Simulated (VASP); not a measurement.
Input of a VASP 6.6.1 run:

Contents of INCAR:

```
PREC     = Accurate       # precision mode
ENCUT    = 520            # plane-wave cutoff, eV
EDIFF    = 1E-6           # SCF threshold, eV
ISMEAR   = 0              # smearing method
SIGMA    = 0.1            # smearing width, eV
LREAL    = False          # projectors in reciprocal space
LASPH    = True           # aspherical terms in the spheres
NELM     = 60             # most SCF steps
ALGO     = Normal         # electronic algorithm
ISIF     = 2              # what is computed and relaxed
LWAVE    = False          # write WAVECAR
LCHARG   = True           # write CHGCAR
GGA      = PE             # functional
LELF     = True           # ELF
LVHAR    = True         
NBANDS   = 16             # bands
```

The input KPOINTS:

```
Automatic mesh
0
Gamma
  12 12 12
```

Contents of POSCAR:

```
GaSb
1.0
    0.0000000000      3.0400036100      3.0400036100
    3.0400036100      0.0000000000      3.0400036100
    3.0400036100      3.0400036100      0.0000000000
Ga Sb
1 1
Direct
    0.0000000000      0.0000000000      0.0000000000
    0.7500000000      0.7500000000      0.7500000000
```

Potentials or basis: VASP PAW PBE potentials, release 64 (Ga_d, Sb).

Command:

```bash
$ cat potpaw_PBE.64/Ga_d/POTCAR potpaw_PBE.64/Sb/POTCAR > POTCAR
$ mpirun -np 1 vasp_std > vasp.out
```

(1) Predict the pressure.

(2) What does it give for the band gap on the k mesh?

## Answers

(1) 3.5 GPa.

(2) 0.17 eV.

Caveat: the cell differs from its parent crystal (strained); the cell stands under pressure; spin-orbit coupling is left out, which moves the levels of the heavy elements.
